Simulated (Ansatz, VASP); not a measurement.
# BaS: VASP beside Ansatz

Contents of INCAR:

```
SYSTEM = BaS
PREC = Accurate ; ENCUT = 520
EDIFF = 1E-7 ; ISMEAR = 0
SIGMA = 0.05 ; LREAL = .FALSE.
LASPH = .TRUE. ; NELM = 80
ALGO = Normal ; ISIF = 2
LWAVE = .FALSE. ; LCHARG = .TRUE.
LELF = .TRUE. ; LVHAR = .TRUE.
NBANDS = 15
```

File KPOINTS:

```
regular mesh
0
G
  8 8 8
  0 0 0
```

The input POSCAR:

```
BaS
1.0
    0.0000000000      3.1937500000      3.1937500000
    3.1937500000      0.0000000000      3.1937500000
    3.1937500000      3.1937500000      0.0000000000
Ba S
1 1
Direct
    0.0000000000      0.0000000000      0.0000000000
    0.5000000000      0.5000000000      0.5000000000
```

Input for Ansatz:

```yaml
crystal:
  lattice:
    - [0.0, 3.19375, 3.19375]
    - [3.19375, 0.0, 3.19375]
    - [3.19375, 3.19375, 0.0]
  atoms:
    - { symbol: Ba, position: [0.0, 0.0, 0.0] }
    - { symbol: S, position: [0.5, 0.5, 0.5] }
basis:
  ecutwfc: 420
kpoints:
  mp_grid: { grid: [8, 8, 8] }
hamiltonian:
  xc: lda
scf:
  occupations: { method: gaussian, width: 0.05 }
output:
  forces: true
  stress: true
  eigenvalues: true
```

Alike in both runs: task single point; functional LDA; k mesh 8 × 8 × 8; occupations gaussian, width 0.05 eV; no spin polarisation.

|  | VASP | Ansatz |
| --- | --- | --- |
| version | VASP 6.6.1 | Ansatz 0.2.0 |
| potentials or method | VASP PAW LDA potentials, release 64 (Ba_sv, S), cutoff 520 eV | scalar-relativistic, plane waves, PAW |
| valence electrons in the cell | 16 | 16 |

```csv
,VASP,Ansatz,Ansatz less VASP
gap on the k mesh at the Fermi level (eV),1.90,2.01,+0.104
least direct gap on the mesh (eV),2.04,2.12,+0.074
pressure (GPa),-1.8,-2.5,-0.64
```

LDA's correlation is that of Perdew and Zunger in VASP and of Perdew and Wang (1992) in Ansatz.

Neither program's run includes spin-orbit coupling.
